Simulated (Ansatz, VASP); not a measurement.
**MoS2 in VASP and in Ansatz**

Contents of INCAR:

```
ALGO     = Normal         # electronic algorithm
EDIFF    = 1E-6           # SCF threshold, eV
ENCUT    = 520            # plane-wave cutoff, eV
GGA      = PE             # functional
ISIF     = 2              # what is computed and relaxed
ISMEAR   = -1             # smearing method
LASPH    = True           # aspherical terms in the spheres
LCHARG   = True           # write CHGCAR
LELF     = True           # ELF
LREAL    = False          # projectors in reciprocal space
LVHAR    = True         
LWAVE    = False          # write WAVECAR
NBANDS   = 35             # bands
NELM     = 100            # most SCF steps
PREC     = Accurate       # precision mode
SIGMA    = 0.03           # smearing width, eV
```

Contents of KPOINTS:

```
k-points
0
Gamma
  6 6 10
```

Contents of POSCAR:

```
MoS2
1.0
    5.9894262290      0.0000000000      0.0000000000
    0.0000000000      5.9894262290      0.0000000000
    0.0000000000      0.0000000000      3.2955483600
Mo S
2 4
Direct
    0.0000000000      0.0000000000      0.0000000000
    0.5000000000      0.5000000000      0.5000000000
    0.2870085415      0.2870085415      0.0000000000
    0.7129914585      0.7129914585      0.0000000000
    0.7870085415      0.2129914585      0.5000000000
    0.2129914585      0.7870085415      0.5000000000
```

Input for Ansatz:

```yaml
crystal:
  lattice:
    - [5.989426229, 0.0, 0.0]
    - [0.0, 5.989426229, 0.0]
    - [0.0, 0.0, 3.29554836]
  atoms:
    - { symbol: Mo, position: [0.0, 0.0, 0.0] }
    - { symbol: Mo, position: [0.5, 0.5, 0.5] }
    - { symbol: S, position: [0.2870085415, 0.2870085415, 0.0] }
    - { symbol: S, position: [0.7129914585, 0.7129914585, 0.0] }
    - { symbol: S, position: [0.7870085415, 0.2129914585, 0.5] }
    - { symbol: S, position: [0.2129914585, 0.7870085415, 0.5] }
kpoints:
  mp_grid: { grid: [6, 6, 10] }
scf:
  occupations: { method: fermi_dirac, width: 0.03 }
hamiltonian:
  xc: pbe
  pseudopotentials: { kind: all_electron, lapw: { basis_error: 0.001 } }
output:
  forces: true
  stress: true
  eigenvalues: true
```

Change from the starting cell: volume scaled by 1.06.

Alike in both runs: task single point; functional PBE; k mesh 6 × 6 × 10; occupations fermi-dirac, width 0.03 eV; no spin polarisation.

```csv
,VASP,Ansatz
version,VASP 6.6.1,Ansatz 0.2.0
potentials or method,"VASP PAW PBE potentials, release 64 (Mo_sv, S), cutoff 520 eV","all-electron LAPW, scalar-relativistic"
```

|  | VASP | Ansatz | Ansatz less VASP |
| --- | --- | --- | --- |
| pressure (GPa) | -6.9 | -6.9 | +0.03 |
| traceless stress, the component that is largest in VASP (GPa) | 0.21 | 0.24 | +0.029 |
| rms of the force components (eV/Å) | 0.116 | 0.117 | +0.0008 |

Atom by atom the forces differ by 0.001 eV/Å (rms over components). Ansatz ran all-electron here, and VASP with PAW potentials.
